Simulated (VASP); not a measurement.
# Pt (Fm-3m) in VASP: notebook, part 2 of 2

VASP 6.6.1. Earlier steps stand in the parts before.

### 4 Single point, LDA (volume scaled by 0.8)

File INCAR:

```
SYSTEM = Pt
PREC = Accurate
ENCUT = 520
EDIFF = 1E-6
ISMEAR = -1
SIGMA = 0.05
LREAL = .FALSE.
LASPH = .TRUE.
NELM = 80
ALGO = Normal
ISIF = 2
LWAVE = .FALSE.
LCHARG = .FALSE.
GGA = CA
NBANDS = 11
```

File KPOINTS:

```
regular mesh
0
G
  17 17 17
  0 0 0
```

File POSCAR:

```
Pt
1.0
    0.0000000000      1.8073616932      1.8073616932
    1.8073616932      0.0000000000      1.8073616932
    1.8073616932      1.8073616932      0.0000000000
Pt
1
Direct
    0.0000000000      0.0000000000      0.0000000000
```

Potentials or basis: VASP PAW LDA potentials, release 64 (Pt).

Started as:

```
$ cat potpaw_LDA.64/Pt/POTCAR > POTCAR
$ mpirun -np 1 vasp_std > vasp.out
```

OUTCAR:

```text
SYSTEM = Pt
   PREC = Accurate
   ENCUT = 520
   EDIFF = 1E-6
   ISMEAR = -1
   LREAL = .FALSE.
   LASPH = .TRUE.
   NELM = 80
   ISIF = 2
   GGA = CA

 ion  position               nearest neighbor table
   1  0.000  0.000  0.000-

  LATTYP: Found a face centered cubic cell.
 ALAT       =     3.6147233864

  Lattice vectors:

 A1 = (   0.0000000000,   1.8073616932,   1.8073616932)
 A2 = (   1.8073616932,   0.0000000000,   1.8073616932)
 A3 = (   1.8073616932,   1.8073616932,   0.0000000000)

Analysis of symmetry for initial positions (statically):
=====================================================================
 Subroutine PRICEL returns:
 Original cell was already a primitive cell.

 Routine SETGRP: Setting up the symmetry group for a
 face centered cubic supercell.

 Subroutine GETGRP returns: Found 48 space group operations
 (whereof 48 operations were pure point group operations)
 out of a pool of 48 trial point group operations.

The static configuration has the point symmetry O_h .

Analysis of symmetry for dynamics (positions and initial velocities):
=====================================================================
 Subroutine PRICEL returns:
 Original cell was already a primitive cell.
[... 157 lines left out ...]
 fundamental gap:      0.0218119257
 Fermi energy:        16.6258443489

 k-point     1 :       0.0000    0.0000    0.0000
  band No.  band energies     occupation
      1       3.3198      2.00000
      2      10.9612      2.00000
      3      10.9612      2.00000
      4      10.9612      2.00000
      5      14.2118      2.00000
      6      14.2118      2.00000
      7      30.0674      0.00000
      8      36.4630      0.00000
      9      36.4630      0.00000
     10      36.4630      0.00000
     11      42.8844      0.00000
[... 309 lines left out ...]
 k-point    24 :      -0.1176    0.0588    0.0000
  band No.  band energies     occupation
      1       4.4027      2.00000
      2      10.4018      2.00000
      3      11.3857      2.00000
      4      11.4387      2.00000
      5      13.6685      2.00000
      6      14.2983      2.00000
      7      31.9071      0.00000
      8      33.6646      0.00000
      9      37.4374      0.00000
     10      38.8478      0.00000
     11      45.7055      0.00000

 [... further k-points ...]
[... 5 lines left out ...]
  --------------------------------------------------------------------------------------
  -------------------------------------------------------------------------------------
  Total        9.2378377      9.2378377      9.2378377      0.0000000      0.0000000      0.0000000
  in kB     1253.4750593   1253.4750593   1253.4750593      0.0000000      0.0000000      0.0000000
  external PRESSURE =    1253.4750593 kB  Pullay stress =       0.0000000 kB

 VOLUME and BASIS-vectors are now :
 -----------------------------------------------------------------------------
  energy-cutoff  :      520.00
  volume of cell :       11.81
      direct lattice vectors                 reciprocal lattice vectors
     0.000000000  1.807361693  1.807361693    -0.276646341  0.276646341  0.276646341
     1.807361693  0.000000000  1.807361693     0.276646341 -0.276646341  0.276646341
     1.807361693  1.807361693  0.000000000     0.276646341  0.276646341 -0.276646341

 POSITION                                       TOTAL-FORCE (eV/Angst)
 -----------------------------------------------------------------------------------
      0.00000      0.00000      0.00000         0.000000      0.000000     -0.000000
 -----------------------------------------------------------------------------------
    total drift:                                0.000000      0.000000     -0.000000

  FREE ENERGIE OF THE ION-ELECTRON SYSTEM (eV)
  ---------------------------------------------------
  free  energy   TOTEN  =        -6.5858573427 eV

  energy  without entropy=       -6.5757752058  energy(sigma->0) =       -6.58081627
```

It took 11 s on 1 thread of Intel Xeon 6975P-C, shared host; peak memory 0.14 GiB.

What came out:

```
Free energy            : -6.5859 eV
Pressure               : 125.3 GPa
Band gap on the k mesh : zero (band 5 reaches 17.38 eV, above the bottom of band 6 at 14.01 eV)
```

Levels at points of the mesh, in eV from the Fermi level:
| k point | band 3 | band 4 | band 5 | band 6 | band 7 | band 8 |
| --- | --- | --- | --- | --- | --- | --- |
| (0.00, 0.00, 0.00) | -5.66 | -5.66 | -2.41 | -2.41 | 13.44 | 19.84 |

Caveat: spin-orbit coupling is left out, which moves the levels of the heavy elements.

### 5 Single point, LDA (volume scaled by 0.88)

File INCAR:

```
SYSTEM = Pt
ALGO     = Normal         ! electronic algorithm
EDIFF    = 1E-7           ! SCF threshold, eV
ENCUT    = 520            ! plane-wave cutoff, eV
GGA      = CA             ! functional
ISIF     = 2              ! what is computed and relaxed
ISMEAR   = -1             ! smearing method
LASPH    = .TRUE.         ! aspherical terms in the spheres
LCHARG   = .FALSE.        ! write CHGCAR
LREAL    = .FALSE.        ! projectors in reciprocal space
LWAVE    = .FALSE.        ! write WAVECAR
NBANDS   = 11             ! bands
NELM     = 100            ! most SCF steps
PREC     = Accurate       ! precision mode
SIGMA    = 0.05           ! smearing width, eV
```

File KPOINTS:

```
k-points
0
G
  17 17 17
  0 0 0
```

File POSCAR:

```
Pt
1.0
    0.0000000000      1.8657035373      1.8657035373
    1.8657035373      0.0000000000      1.8657035373
    1.8657035373      1.8657035373      0.0000000000
Pt
1
Direct
    0.0000000000      0.0000000000      0.0000000000
```

Potentials or basis: VASP PAW LDA potentials, release 64 (Pt).

Started as:

```
$ cat potpaw_LDA.64/Pt/POTCAR > POTCAR
$ mpirun -np 1 vasp_std > vasp.out
```

OUTCAR:

```text
SYSTEM = Pt
   EDIFF = 1E-7
   ENCUT = 520
   GGA = CA
   ISIF = 2
   ISMEAR = -1
   LASPH = .TRUE.
   LREAL = .FALSE.
   NELM = 100
   PREC = Accurate

 ion  position               nearest neighbor table
   1  0.000  0.000  0.000-

  LATTYP: Found a face centered cubic cell.
 ALAT       =     3.7314070746

  Lattice vectors:

 A1 = (   0.0000000000,   1.8657035373,   1.8657035373)
 A2 = (   1.8657035373,   0.0000000000,   1.8657035373)
 A3 = (   1.8657035373,   1.8657035373,   0.0000000000)

Analysis of symmetry for initial positions (statically):
=====================================================================
 Subroutine PRICEL returns:
 Original cell was already a primitive cell.

 Routine SETGRP: Setting up the symmetry group for a
 face centered cubic supercell.

 Subroutine GETGRP returns: Found 48 space group operations
 (whereof 48 operations were pure point group operations)
 out of a pool of 48 trial point group operations.

The static configuration has the point symmetry O_h .

Analysis of symmetry for dynamics (positions and initial velocities):
=====================================================================
 Subroutine PRICEL returns:
 Original cell was already a primitive cell.
[... 157 lines left out ...]
 fundamental gap:      0.0250553473
 Fermi energy:        14.3148457399

 k-point     1 :       0.0000    0.0000    0.0000
  band No.  band energies     occupation
      1       2.2717      2.00000
      2       9.4530      2.00000
      3       9.4530      2.00000
      4       9.4530      2.00000
      5      12.2461      2.00000
      6      12.2461      2.00000
      7      28.3320      0.00000
      8      34.1319      0.00000
      9      34.1319      0.00000
     10      34.1319      0.00000
     11      40.1600      0.00000
[... 309 lines left out ...]
 k-point    24 :      -0.1176    0.0588    0.0000
  band No.  band energies     occupation
      1       3.2537      2.00000
      2       8.9776      2.00000
      3       9.8256      2.00000
      4       9.8678      2.00000
      5      11.7999      2.00000
      6      12.3306      2.00000
      7      29.9257      0.00000
      8      31.3470      0.00000
      9      34.8715      0.00000
     10      36.2540      0.00000
     11      41.9417      0.00000

 [... further k-points ...]
[... 5 lines left out ...]
  --------------------------------------------------------------------------------------
  -------------------------------------------------------------------------------------
  Total        4.5792912      4.5792912      4.5792912      0.0000000      0.0000000      0.0000000
  in kB      564.8731709    564.8731709    564.8731709      0.0000000      0.0000000      0.0000000
  external PRESSURE =     564.8731709 kB  Pullay stress =       0.0000000 kB

 VOLUME and BASIS-vectors are now :
 -----------------------------------------------------------------------------
  energy-cutoff  :      520.00
  volume of cell :       12.99
      direct lattice vectors                 reciprocal lattice vectors
     0.000000000  1.865703537  1.865703537    -0.267995418  0.267995418  0.267995418
     1.865703537  0.000000000  1.865703537     0.267995418 -0.267995418  0.267995418
     1.865703537  1.865703537  0.000000000     0.267995418  0.267995418 -0.267995418

 POSITION                                       TOTAL-FORCE (eV/Angst)
 -----------------------------------------------------------------------------------
      0.00000      0.00000      0.00000         0.000000      0.000000      0.000000
 -----------------------------------------------------------------------------------
    total drift:                                0.000000     -0.000000      0.000000

  FREE ENERGIE OF THE ION-ELECTRON SYSTEM (eV)
  ---------------------------------------------------
  free  energy   TOTEN  =        -7.2357688611 eV

  energy  without entropy=       -7.2240831213  energy(sigma->0) =       -7.22992599
```

OSZICAR:

```text
N       E                     dE             d eps       ncg     rms          rms(c)
DAV:   1     0.406030911937E+02    0.40603E+02   -0.55794E+03  3726   0.865E+02
DAV:   2    -0.700325310134E+01   -0.47606E+02   -0.45859E+02  4148   0.186E+02
DAV:   3    -0.763711773092E+01   -0.63386E+00   -0.63136E+00  4300   0.204E+01
DAV:   4    -0.763930489523E+01   -0.21872E-02   -0.21870E-02  4205   0.139E+00
DAV:   5    -0.763931921670E+01   -0.14321E-04   -0.14322E-04  4337   0.102E-01    0.206E+01
DAV:   6    -0.730724658812E+01    0.33207E+00   -0.55379E-01  4035   0.619E+00    0.109E+01
DAV:   7    -0.724127058745E+01    0.65976E-01   -0.18276E-01  4227   0.341E+00    0.256E+00
DAV:   8    -0.723587871010E+01    0.53919E-02   -0.10560E-02  3995   0.982E-01    0.519E-01
DAV:   9    -0.723576402394E+01    0.11469E-03   -0.94084E-05  4233   0.957E-02    0.122E-02
DAV:  10    -0.723576885670E+01   -0.48328E-05   -0.27502E-06  4623   0.110E-02    0.479E-03
DAV:  11    -0.723576886109E+01   -0.43815E-08   -0.35616E-08  3562   0.179E-03
   1 F= -.72357689E+01 E0= -.72299260E+01  d E =-.116857E-01
```

stdout:

```text
POSCAR found type information on POSCAR Pt
 POSCAR found :  1 types and       1 ions
 scaLAPACK will be used
 LDA part: xc-table for (Slater(with rela. corr.)+CA(PZ))
 , standard interpolation
 POSCAR, INCAR and KPOINTS ok, starting setup
 FFT: planning ... GRIDC
 FFT: planning ... GRID_SOFT
 FFT: planning ... GRID
 WAVECAR not read
 entering main loop
```

Run time: 12 s. Hardware: 1 thread of Intel Xeon 6975P-C, shared host; peak memory 0.14 GiB.

Results:

```
Free energy            : -7.2358 eV
Pressure               : 56.5 GPa
Band gap on the k mesh : zero (band 5 reaches 14.93 eV, above the bottom of band 6 at 12.09 eV)
```

Caveat: spin-orbit coupling is left out, which moves the levels of the heavy elements.

### 6 Single point, LDA (volume scaled by 0.88)

File INCAR:

```
PREC = Accurate ; ENCUT = 520
EDIFF = 1E-6 ; ISMEAR = -1
SIGMA = 0.05 ; LREAL = False
LASPH = True ; NELM = 60
ALGO = Normal ; ISIF = 2
LWAVE = False ; LCHARG = False
NBANDS = 11
```

File KPOINTS:

```
regular mesh
0
Gamma
  17 17 17
```

POSCAR is that of step 5.

Potentials or basis: VASP PAW LDA potentials, release 64 (Pt).

Started as:

```
$ cat potpaw_LDA.64/Pt/POTCAR > POTCAR
$ mpirun -np 1 vasp_std > vasp.out
```

Wall time 12 s (1 thread of Intel Xeon 6975P-C, shared host); peak memory 0.14 GiB.

The run converged. Its results:

```yaml
Free_energy: -7.2358 eV
Pressure: 56.5 GPa
Band_gap_on_the_k_mesh: zero (band 5 reaches 14.93 eV, above the bottom of band 6 at 12.09 eV)
```

Levels at points of the mesh, in eV from the Fermi level:
```tsv
k point	band 2	band 3	band 4	band 5	band 6	band 7	band 8	band 9
(0.00, 0.00, 0.00)	-4.86	-4.86	-4.86	-2.07	-2.07	14.02	19.82	19.82
```

Caveat: spin-orbit coupling is left out, which moves the levels of the heavy elements.

### 7 Summary

| cell | gap on the mesh (eV) | pressure (GPa) |
| --- | --- | --- |
| a = 2.468 Å, angles 60.0°, 1 atom | none | 240.6 |
| a = 2.556 Å, angles 60.0°, 1 atom | none | 125.3 |
| a = 2.639 Å, angles 60.0°, 1 atom | none | 56.5 |

Alike in all rows: task single point; level LDA; potentials or basis VASP PAW LDA potentials, release 64 (Pt); no spin polarisation; k mesh 17 × 17 × 17; cutoff (eV) 520; smearing fermi-dirac 0.05 eV.

Caveats: spin-orbit coupling is left out, which moves the levels of the heavy elements.

Total energies depend on the potentials used, so only differences within one code and one set of settings carry meaning.
